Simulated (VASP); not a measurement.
A run of VASP 6.6.1:

Contents of INCAR:

```
ALGO = Normal
EDIFF = 1E-6
ENCUT = 500
GGA = PE
GGA_COMPAT = False
ISIF = 2
ISMEAR = 0
LASPH = True
LCHARG = False
LMAXMIX = 6
LREAL = False
LWAVE = False
NBANDS = 24
NELM = 200
PREC = Accurate
SIGMA = 0.1
```

KPOINTS

```
k-points
0
Gamma
  3 3 4
```

POSCAR

```
HoS4
1.0
    5.3927485716      0.0000000026      0.0000000000
   -2.6963742881      4.6702572579      0.0000000000
    0.0000000000      0.0000000000      4.9310217195
Ho S
1 4
Direct
    0.0000000000      0.0000000000      0.0000000000
    0.5000000000      0.0000000000      0.5000000000
    0.0000000000      0.5000000000      0.5000000000
    0.5000000000      0.5000000000      0.5000000000
    0.0000000000      0.0000000000      0.5000000000
```

Potentials or basis: VASP PAW PBE potentials, release 64 (Ho_3, S), 4f in core.

Run with:

```bash
$ cat potpaw_PBE.64/Ho_3/POTCAR potpaw_PBE.64/S/POTCAR > POTCAR
$ mpirun -np 1 vasp_std > vasp.out
```

Hardware: 1 thread of AMD EPYC 9R14 (Zen 4) (shared host).

Estimate the wall time of this run.

Wall time 41 s on 1 thread of AMD EPYC 9R14 (Zen 4), with other jobs on the host, peak memory 0.2 GiB. Counts: scf iterations 14, k points 9.
